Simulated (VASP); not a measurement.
# NaCl: single point with PBE

The system is NaCl.

```xyz
2
Lattice="3.4146 0.0000 0.0000 0.0000 3.4146 0.0000 0.0000 0.0000 3.6773" Properties=species:S:1:pos:R:3 pbc="T T T"
Na    0.0000    0.0000    0.0000
Cl    1.7073    1.7073    1.8386
```

This cell differs from its parent crystal: strain -0.025 along x and y, +0.050 along z.

| Item | Value |
| --- | --- |
| Program | VASP 6.6.1 |
| Task | single point |
| Functional | PBE |
| Potentials or basis | VASP PAW PBE potentials, release 64 (Na_pv, Cl) |
| Cutoff | 520 eV |
| k mesh | 6 × 6 × 6 |
| Occupations | gaussian, width 0.05 eV |
| Spin | no spin polarisation |
| Dipole correction | no |
| Further INCAR settings | ALGO = Normal; EDIFF = 1e-07; NBANDS = 14 |

```
Pressure               : 0.2 GPa
Band gap on the k mesh : 3.73 eV, indirect (least direct gap 4.18 eV)
```

Stress tensor (GPa, compression positive):
```
 2.07  0.00  0.00
 0.00  2.07  0.00
 0.00  0.00 -3.49
```

Levels at points of the mesh, in eV from the valence-band top:
```csv
k point,band 5,band 6,band 7,band 8,band 9,band 10
"(0.00, 0.00, 0.00)",-1.05,-0.44,-0.44,3.73,8.16,8.75
"(0.50, 0.00, 0.00)",-3.12,-0.75,-0.18,6.60,8.47,10.41
"(0.50, 0.50, 0.00)",-2.39,-2.39,-0.42,5.64,9.29,10.71
"(0.00, 0.00, 0.50)",-3.14,-0.29,-0.29,6.94,8.05,10.41
"(0.50, 0.00, 0.50)",-2.57,-2.35,0.00,5.23,9.95,10.51
"(0.50, 0.50, 0.50)",-2.08,-2.08,-1.87,6.94,6.94,6.98
```

It took 33 s on 1 thread of Intel Xeon 8259CL, with other jobs on the host, peak memory 0.16 GiB.

Caveat: the cell differs from its parent crystal (strain -0.025 along x and y, +0.050 along z). A k mesh can miss the band edges.
